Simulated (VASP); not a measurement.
Pt, 2 atoms in the cell. It takes space group P6_3/mmc (No. 194, hexagonal). The conventional cell has a = 2.761 Å, b = 2.761 Å, c = 4.792 Å, α = 90.00°, β = 90.00°, γ = 120.00°. Within 3.6 Å of Pt (site symmetry -6m2) lie 12 Pt at 2.76 to 2.88 Å. 

```yaml
Program: VASP 6.6.1
Task: single point
Functional: PBEsol
Potentials_or_basis: VASP PAW PBE potentials, release 64 (Pt)
Cutoff: 520 eV
k_mesh: 11 × 11 × 6
Occupations: methfessel-paxton, width 0.1 eV
Spin: no spin polarisation
Dipole_correction: no
Further_INCAR_settings: ALGO = Normal; EDIFF = 1e-06; NBANDS = 17
```

Potentials or basis: VASP PAW PBE potentials, release 64 (Pt).

Launch:

```bash
$ cat potpaw_PBE.64/Pt/POTCAR > POTCAR
$ mpirun -np 1 vasp_std > vasp.out
```

Hardware: 1 thread of AMD EPYC 7R13, with other jobs on the host.

How long does it take, and how much memory?

Run time: 68 s on 1 thread of AMD EPYC 7R13 (shared host), peak memory 0.14 GiB. Counts: scf iterations 12, k points 64.
